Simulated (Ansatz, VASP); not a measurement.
**Ti: VASP beside Ansatz**

```
CELL_PARAMETERS angstrom
4.45127 0.00000 0.00000
-2.22564 3.85492 0.00000
0.00000 0.00000 2.77100
ATOMIC_POSITIONS crystal
Ti 0.00000 0.00000 0.00000
Ti 0.33333 0.66667 0.50000
Ti 0.66667 0.33333 0.50000
```

Alike in both runs: functional LDA; k mesh 12 × 12 × 14; occupations gaussian, width 0.1 eV; no spin polarisation.

Ansatz relaxed the structure, and its values are those at the end. VASP's run is a single point on that final structure, the one shown.

```csv
,VASP,Ansatz
version,VASP 6.6.1,Ansatz 0.2.0
potentials or method,"VASP PAW LDA potentials, release 64 (Ti_sv), cutoff 520 eV","scalar-relativistic, plane waves, PAW"
valence electrons in the cell,36,36
```

Ansatz gave:

- gap on the k mesh at the Fermi level (eV): none
- pressure (GPa): 0.0

Problem. Which values does VASP return?

Solution. gap on the k mesh at the Fermi level (eV): none; pressure (GPa): -0.2.

LDA's correlation is that of Perdew and Zunger in VASP and of Perdew and Wang (1992) in Ansatz. A gap of «none» marks a metal or a gap that the smearing closes.
